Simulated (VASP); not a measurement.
C:

```
CELL_PARAMETERS angstrom
3.63500 0.00000 0.00000
2.80526 2.31165 0.00000
2.80526 1.00691 2.08083
ATOMIC_POSITIONS crystal
C 0.83600 0.83600 0.83600
C 0.16400 0.16400 0.16400
```

```yaml
Program: VASP 6.6.1
Task: relaxation of cell and atoms
Functional: PBEsol
Potentials_or_basis: VASP PAW PBE potentials, release 64 (C)
Cutoff: 600 eV
k_mesh: 8 × 8 × 8
Occupations: fermi-dirac, width 0.1 eV
Spin: no spin polarisation
```

At the start: pressure 1.4 GPa; volume 8.74 Å³/atom.

Problem. How do energy, volume and symmetry change on relaxing?

Solution. Over 12 steps the energy falls by 13.1 meV/atom and the volume is 9.28 Å³/atom (+6.2 %); space group R-3m (No. 166, to 0.1 Å) before and after.

The path:
| step | energy change (eV) | largest force (eV/Å) | pressure (GPa) | volume (Å³) |
| --- | --- | --- | --- | --- |
| 1 | 0.0000 | 0.8729 | 1.42 | 17.48 |
| 2 | -0.0136 | 0.5239 | -2.56 | 17.68 |
| 3 | -0.0231 | 0.0219 | -0.92 | 17.60 |
| 4 | -0.0224 | 0.0525 | 2.84 | 17.49 |
| 5 | -0.0235 | 0.0066 | 0.51 | 17.56 |
| 6 | -0.0238 | 0.0068 | 0.48 | 17.61 |
| 7 | -0.0245 | 0.0076 | 0.38 | 17.74 |
| 8 | -0.0255 | 0.0095 | 0.22 | 18.01 |
| 9 | -0.0262 | 0.0147 | -0.04 | 18.54 |
| 10 | -0.0262 | 0.0150 | -0.05 | 18.57 |
| 11 | -0.0258 | 0.0895 | 0.69 | 18.55 |
| 12 | -0.0262 | 0.0018 | 0.04 | 18.57 |

Final structure:
```xyz
2
Lattice="3.8158 0.0628 0.0394 2.9848 2.3782 0.0394 2.9848 1.0713 2.1236" Properties=species:S:1:pos:R:3 pbc="T T T"
C     8.1546    2.9270    1.8353
C     1.6308    0.5853    0.3670
```

Caveat: this functional lacks dispersion, which binds the layers, so the pressure and a relaxed spacing across them are unreliable; the PAW data sets were made with another functional, which shifts forces and pressure a little.
